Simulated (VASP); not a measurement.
The system is HfO2.

```xyz
12
Lattice="5.1180 0.0000 0.0000 0.0000 5.1857 0.0000 -0.8587 0.0000 5.2139" Properties=species:S:1:pos:R:3 pbc="T T T"
Hf    0.8021    2.3870    3.6914
Hf    3.0279    4.9798    4.1294
Hf    3.4573    2.7987    1.5224
Hf    1.2314    0.2059    1.0845
O    -0.3473    0.8733    4.4146
O     4.1773    3.4661    3.4062
O     4.6066    4.3124    0.7993
O     0.0821    1.7196    1.8076
O     1.4549    3.8473    5.1101
O     2.3751    1.2544    2.7107
O     2.8045    1.3384    0.1038
O     1.8842    3.9313    2.5032
```

Base run:

* Program: VASP 6.6.1
* Functional: PBEsol
* Potentials or basis: VASP PAW PBE potentials, release 64 (Hf_pv, O)
* Cutoff: 520 eV
* k mesh: 5 × 5 × 5
* Occupations: fermi-dirac, width 0.05 eV
* Spin: no spin polarisation

Its results: band gap on the k mesh 4.06 eV, indirect (least direct gap 4.13 eV); pressure -4.6 GPa; largest force 0.432 eV/Å.

After a change of settings the same cell gave: band gap on the k mesh 4.27 eV, indirect (least direct gap 4.33 eV); pressure 23.1 GPa; largest force 0.592 eV/Å. Which change was it?
A. k mesh from 5 × 5 × 5 to 4 × 4 × 4
B. functional from PBEsol to RPBE; k mesh from 5 × 5 × 5 to 4 × 4 × 4
C. functional from PBEsol to PBE exchange alone; further incar settings from ALGO = Normal; EDIFF = 1e-06; NBANDS = 56 to ALGO = Normal; EDIFF = 1e-07; NBANDS = 56
D. functional from PBEsol to revPBE; k mesh from 5 × 5 × 5 to 4 × 4 × 4

C.

Caveats: spin-orbit coupling is left out, which moves the levels of the heavy elements; the PAW data sets were made with another functional, which shifts forces and pressure a little (some runs).
